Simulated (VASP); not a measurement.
# TiC (Fm-3m) in VASP: a series of runs

The runs below take TiC through single point, with r2SCAN.

Everything below comes from runs of VASP 6.6.1. Logs are shortened: lines on timing, memory, paths and dates and some standing lists are left out, and cuts for length are marked.

### Step 1. The cell of the first run

The structure is cubic, space group Fm-3m (No. 225). Conventional cell: a = 4.284 Å, b = 4.284 Å, c = 4.284 Å, α = 90.00°, β = 90.00°, γ = 90.00°. Ti (site symmetry m-3m) has 6 C at 2.14 Å within 2.8 Å. Within 2.8 Å of C (site symmetry m-3m) lie 6 Ti at 2.14 Å.

### Step 2. Single point, r2SCAN (9.83 Å³/atom)

File POSCAR:

```
TiC
1.0
    0.0000000000      2.1420470747      2.1420470747
    2.1420470747      0.0000000000      2.1420470747
    2.1420470747      2.1420470747      0.0000000000
Ti C
1 1
Direct
    0.0000000000      0.0000000000      0.0000000000
    0.5000000000      0.5000000000      0.5000000000
```

File INCAR.step1:

```
SYSTEM = TiC
PREC = Accurate ; ENCUT = 520
ISMEAR = 0 ; SIGMA = 0.1
LREAL = .False. ; LASPH = .True.
NELM = 100 ; NBANDS = 15
GGA = PE ; ALGO = Normal
EDIFF = 1E-4 ; LWAVE = .True.
LCHARG = .False.
```

File INCAR.step2:

```
SYSTEM = TiC
PREC = Accurate ; ENCUT = 520
EDIFF = 1E-6 ; ISMEAR = 0
SIGMA = 0.1 ; LREAL = .False.
LASPH = .True. ; NELM = 100
ALGO = Normal ; ISIF = 2
LWAVE = .False. ; LCHARG = .True.
METAGGA = R2SCAN ; LMIXTAU = .True.
LELF = .True. ; LVHAR = .True.
NBANDS = 15 ; ISTART = 1
```

File KPOINTS:

```
regular mesh
0
Gamma
  16 16 16
  0 0 0
```

Potentials or basis: VASP PAW PBE potentials, release 64 (Ti_sv, C).

Run with:

```bash
$ cat potpaw_PBE.64/Ti_sv/POTCAR potpaw_PBE.64/C/POTCAR > POTCAR
$ cp INCAR.step1 INCAR
$ mpirun -np 1 vasp_std > vasp.out
$ cp INCAR.step2 INCAR
$ mpirun -np 1 vasp_std > vasp.out
```

OUTCAR:

```text
SYSTEM = TiC
   PREC = Accurate
   ENCUT = 520
   EDIFF = 1E-6
   ISMEAR = 0
   LREAL = .False.
   LASPH = .True.
   NELM = 100
   ISIF = 2
   METAGGA = R2SCAN
   ISTART = 1

 ion  position               nearest neighbor table
   1  0.000  0.000  0.000-   2 2.14   2 2.14   2 2.14   2 2.14   2 2.14   2 2.14
   2  0.500  0.500  0.500-   1 2.14   1 2.14   1 2.14   1 2.14   1 2.14   1 2.14

  LATTYP: Found a face centered cubic cell.
 ALAT       =     4.2840941494

  Lattice vectors:

 A1 = (   0.0000000000,   2.1420470747,   2.1420470747)
 A2 = (   2.1420470747,   0.0000000000,   2.1420470747)
 A3 = (   2.1420470747,   2.1420470747,   0.0000000000)

Analysis of symmetry for initial positions (statically):
=====================================================================
 Subroutine PRICEL returns:
 Original cell was already a primitive cell.

 Routine SETGRP: Setting up the symmetry group for a
 face centered cubic supercell.

 Subroutine GETGRP returns: Found 48 space group operations
 (whereof 48 operations were pure point group operations)
 out of a pool of 48 trial point group operations.

The static configuration has the point symmetry O_h .

Analysis of symmetry for dynamics (positions and initial velocities):
=====================================================================
 Subroutine PRICEL returns:
 Original cell was already a primitive cell.

 Routine SETGRP: Setting up the symmetry group for a
 face centered cubic supercell.

 Subroutine GETGRP returns: Found 48 space group operations
 (whereof 48 operations were pure point group operations)
 out of a pool of 48 trial point group operations.

The dynamic configuration has the point symmetry O_h .

 Subroutine INISYM returns: Found 48 space group operations
 (whereof 48 operations are pure point group operations),
 and found     1 'primitive' translations

----------------------------------------------------------------------------------------

                                     Primitive cell

  volume of cell :      19.6570

  direct lattice vectors                    reciprocal lattice vectors
     0.000000000  2.142047075  2.142047075    -0.233421574  0.233421574  0.233421574
     2.142047075  0.000000000  2.142047075     0.233421574 -0.233421574  0.233421574
     2.142047075  2.142047075  0.000000000     0.233421574  0.233421574 -0.233421574

  length of vectors
     3.029312024  3.029312024  3.029312024     0.404298026  0.404298026  0.404298026

  position of ions in fractional coordinates (direct lattice)
     0.000000000  0.000000000  0.000000000
     0.500000000  0.500000000  0.500000000

  ion indices of the primitive-cell ions
   primitive index   ion index
                 1           1
                 2           2

----------------------------------------------------------------------------------------

 KPOINTS: regular mesh

Automatic generation of k-mesh.
 Grid dimensions read from file:
 generate k-points for:   16   16   16

 Generating k-lattice:

  Cartesian coordinates                     Fractional coordinates (reciprocal lattice)
    -0.014588848  0.014588848  0.014588848     0.062500000  0.000000000  0.000000000
     0.014588848 -0.014588848  0.014588848     0.000000000  0.062500000  0.000000000
     0.014588848  0.014588848 -0.014588848     0.000000000  0.000000000  0.062500000

  Length of vectors
     0.025268627  0.025268627  0.025268627

  Shift w.r.t. Gamma in fractional coordinates (k-lattice)
     0.000000000  0.000000000  0.000000000

 Subroutine IBZKPT returns following result:
 ===========================================

 Found    145 irreducible k-points:

 Following reciprocal coordinates:
            Coordinates               Weight
  0.000000  0.000000  0.000000      1.000000
  0.062500  0.000000  0.000000      8.000000
  0.125000  0.000000  0.000000      8.000000
  0.187500  0.000000  0.000000      8.000000
  0.250000  0.000000  0.000000      8.000000
  0.312500  0.000000  0.000000      8.000000
[... 16 lines left out ...]
 -0.125000  0.062500  0.000000     24.000000
 -0.062500  0.062500  0.000000     12.000000
 [... further k-points ...]
   k-points           NKPTS =    145   k-points in BZ     NKDIM =    145   number of bands    NBANDS=     15
   number of dos      NEDOS =    301   number of ions     NIONS =      2
   total plane-waves  NPLWV =  13824
   dimension x,y,z NGX =    24 NGY =   24 NGZ =   24
   dimension x,y,z NGXF=    48 NGYF=   48 NGZF=   48
   ions per type =               1   1
   NGX,Y,Z   is equivalent  to a cutoff of  13.17, 13.17, 13.17 a.u.
   NGXF,Y,Z  is equivalent  to a cutoff of  26.34, 26.34, 26.34 a.u.
 SYSTEM =  TiC
   PREC   = accura    normal or accurate (medium, high low for compatibility)
   ISTART =      1    job   : 0-new  1-cont  2-samecut
   ICHARG =      0    charge: 1-file 2-atom 10-const
   ISPIN  =      1    spin polarized calculation?
   LNONCOLLINEAR =      F non collinear calculations
   LSORBIT =      F    spin-orbit coupling
   LASPH  =      T    aspherical Exc in radial PAW
   ENCUT  =  520.0 eV  38.22 Ry    6.18 a.u.   5.63  5.63  5.63*2*pi/ulx,y,z
   NELM   =    100;   NELMIN=  2; NELMDL=  0     # of ELM steps
   EDIFF  = 0.1E-05   stopping-criterion for ELM
   LREAL  =      F    real-space projection
   EDIFFG = 0.1E-04   stopping-criterion for IOM
   NSW    =      0    number of steps for IOM
   IBRION =     -1    ionic relax: 0-MD 1-quasi-New 2-CG
   NFREE  =      0    steps in history (QN), initial steepest desc. (CG)
   ISIF   =      2    stress and relaxation
   ISYM   =      2    0-nonsym 1-usesym 2-fastsym
   POTIM  = 0.5000    time-step for ionic-motion
   TEBEG  =    0.0;   TEEND  =   0.0 temperature during run
   PSTRESS=    0.0 pullay stress
   NELECT =      16.0000    total number of electrons
   NUPDOWN=      -1.0000    fix difference up-down
   EMIN   =  10.00;   EMAX   =-10.00  energy-range for DOS
   EFERMI =   0.00;   METHOD = LEGACY
   ISMEAR =     0;   SIGMA  =   0.10  broadening in eV -4-tet -1-fermi 0-gaus
   EFERMI_NEDOS =   21; number of points for ismear=-14 and -15
   IALGO  =     38    algorithm
   IMIX   =      4    mixing-type and parameters
     AMIX     =   0.40;   BMIX     =  1.00
     AMIX_MAG =   1.60;   BMIX_MAG =  1.00
  volume/ion in A,a.u.               =       9.83        66.33
  Fermi-wavevector in a.u.,A,eV,Ry     =   1.528537  2.888515 31.788976  2.336424
  Thomas-Fermi vector in A             =   2.636282
   LORBIT       =      0    0 simple, 1 ext, 2 COOP (PROOUT), +10 PAW based schemes
   METAGGA = R2SCAN    functional components
   LHFCALC =     F    Hartree Fock is set to
   AEXX    =    0.0000 exact exchange contribution
   IVDW    =     0    specifies the selected vdW correction
   LEPSILON=     F    determine dielectric tensor
   LRPA    =     F    only Hartree local field effects (RPA)
 non-spin polarized calculation
 Gauss-broadening in eV      SIGMA  =   0.10
  energy-cutoff  :      520.00
  volume of cell :       19.66
 maximum number of plane-waves:       544
   NGX = 11   NGY = 11   NGZ = 11

 number of electron      16.0000004 magnetization

 Free energy of the ion-electron system (eV)
  ---------------------------------------------------
  ext. energy  EPLUGINS =         0.00000000
  ---------------------------------------------------
  free energy    TOTEN  =       -24.84882582 eV

  energy without entropy =      -24.84684545  energy(sigma->0) =      -24.84783564

 E-fermi :   9.8762     XC(G=0): -13.7814

 val. band max:        9.8561380602   @ k =   0.1875   0.1875   0.0000
 cond. band min:       9.8770335266   @ k =   0.4375   0.3750   0.0000
 fundamental gap:      0.0208954665
 Fermi energy:         9.8761829677

 k-point     1 :       0.0000    0.0000    0.0000
  band No.  band energies     occupation
      1     -48.9915      2.00000
      2     -23.9518      2.00000
      3     -23.9518      2.00000
      4     -23.9518      2.00000
      5      -3.4803      2.00000
      6      10.7622      0.00000
      7      10.7622      0.00000
      8      10.7622      0.00000
      9      11.5907      0.00000
     10      11.5907      0.00000
     11      11.5907      0.00000
     12      11.6748      0.00000
     13      11.6748      0.00000
     14      21.5867      0.00000
     15      24.8444      0.00000

 k-point     2 :       0.0625    0.0000    0.0000
  band No.  band energies     occupation
      1     -48.9882      2.00000
      2     -23.9749      2.00000
      3     -23.9538      2.00000
      4     -23.9538      2.00000
      5      -3.3857      2.00000
      6      10.2118      0.00000
      7      10.4115      0.00000
      8      10.4115      0.00000
      9      11.0199      0.00000
     10      11.0199      0.00000
     11      11.9265      0.00000
     12      12.7383      0.00000
     13      12.7383      0.00000
     14      21.7563      0.00000
     15      24.8798      0.00000

 k-point     3 :       0.1250    0.0000    0.0000
  band No.  band energies     occupation
      1     -48.9788      2.00000
      2     -24.0401      2.00000
      3     -23.9596      2.00000
      4     -23.9595      2.00000
      5      -3.1078      2.00000
      6       9.2243      2.00000
      7       9.5047      2.00000
      8       9.5047      2.00000
      9      11.1731      0.00000
     10      11.1731      0.00000
     11      12.3387      0.00000
     12      13.9048      0.00000
     13      13.9048      0.00000
     14      22.1604      0.00000
     15      24.9009      0.00000

 k-point     4 :       0.1875    0.0000    0.0000
  band No.  band energies     occupation
      1     -48.9646      2.00000
      2     -24.1367      2.00000
      3     -23.9681      2.00000
      4     -23.9680      2.00000
      5      -2.6649      2.00000
      6       8.0989      2.00000
      7       8.6650      2.00000
      8       8.6650      2.00000
      9      11.4908      0.00000
     10      11.4908      0.00000
     11      12.6852      0.00000
     12      15.0715      0.00000
     13      15.0715      0.00000
     14      22.4171      0.00000
     15      24.9449      0.00000
[... 307 lines left out ...]
 k-point    22 :      -0.1875    0.0625    0.0000
  band No.  band energies     occupation
      1     -48.9569      2.00000
      2     -24.1769      2.00000
      3     -23.9942      2.00000
      4     -23.9634      2.00000
      5      -2.4190      2.00000
      6       7.5672      2.00000
      7       8.1782      2.00000
      8       8.5415      2.00000
      9      11.4252      0.00000
     10      11.9029      0.00000
     11      12.9754      0.00000
     12      14.8226      0.00000
     13      16.0853      0.00000
     14      22.5158      0.00000
     15      24.9618      0.00000

 k-point    23 :      -0.1250    0.0625    0.0000
  band No.  band energies     occupation
      1     -48.9718      2.00000
      2     -24.0780      2.00000
      3     -23.9809      2.00000
      4     -23.9561      2.00000
      5      -2.9014      2.00000
      6       8.6444      2.00000
      7       8.9124      2.00000
      8       9.2578      2.00000
      9      11.0906      0.00000
     10      11.6134      0.00000
     11      12.6721      0.00000
     12      13.7665      0.00000
     13      14.9601      0.00000
     14      22.4291      0.00000
     15      24.8811      0.00000

 k-point    24 :      -0.0625    0.0625    0.0000
  band No.  band energies     occupation
      1     -48.9828      2.00000
      2     -24.0066      2.00000
      3     -23.9667      2.00000
      4     -23.9527      2.00000
      5      -3.2310      2.00000
      6       9.6248      1.99962
      7       9.7424      1.94147
      8       9.9091      0.64123
      9      10.8827      0.00000
     10      11.4107      0.00000
     11      12.3095      0.00000
     12      12.9052      0.00000
     13      13.8145      0.00000
     14      22.0162      0.00000
     15      24.9109      0.00000

 [... further k-points ...]

------------------------ aborting loop because EDIFF is reached ----------------------------------------

  FORCE on cell =-STRESS in cart. coord.  units (eV):
  Direction    XX          YY          ZZ          XY          YZ          ZX
  --------------------------------------------------------------------------------------
  -------------------------------------------------------------------------------------
  Total        1.1670691      1.1670691      1.1670691      0.0000000      0.0000000     -0.0000000
  in kB       95.1240076     95.1240076     95.1240076      0.0000000      0.0000000     -0.0000000
  external PRESSURE =      95.1240076 kB  Pullay stress =       0.0000000 kB

 VOLUME and BASIS-vectors are now :
 -----------------------------------------------------------------------------
  energy-cutoff  :      520.00
  volume of cell :       19.66
      direct lattice vectors                 reciprocal lattice vectors
     0.000000000  2.142047075  2.142047075    -0.233421574  0.233421574  0.233421574
     2.142047075  0.000000000  2.142047075     0.233421574 -0.233421574  0.233421574
     2.142047075  2.142047075  0.000000000     0.233421574  0.233421574 -0.233421574

 POSITION                                       TOTAL-FORCE (eV/Angst)
 -----------------------------------------------------------------------------------
      0.00000      0.00000      0.00000         0.000000      0.000000      0.000000
      2.14205      2.14205      2.14205         0.000000      0.000000      0.000000
 -----------------------------------------------------------------------------------
    total drift:                                0.000000     -0.000000     -0.000000

  FREE ENERGIE OF THE ION-ELECTRON SYSTEM (eV)
  ---------------------------------------------------
  free  energy   TOTEN  =       -24.8488258242 eV

  energy  without entropy=      -24.8468454534  energy(sigma->0) =      -24.84783564
```

It took 4.4 min on 1 thread of Intel Xeon 8259CL, shared host; peak memory 0.18 GiB.

Results:

* Free energy: -24.8488 eV
* Pressure: 9.5 GPa
* Band gap on the k mesh: zero (bands 8 and 9 overlap by 1.34 eV)

Caveat: the cell stands under pressure; the PAW data sets were made with another functional, which shifts forces and pressure a little.

(Part 1 of 2 ends here.)
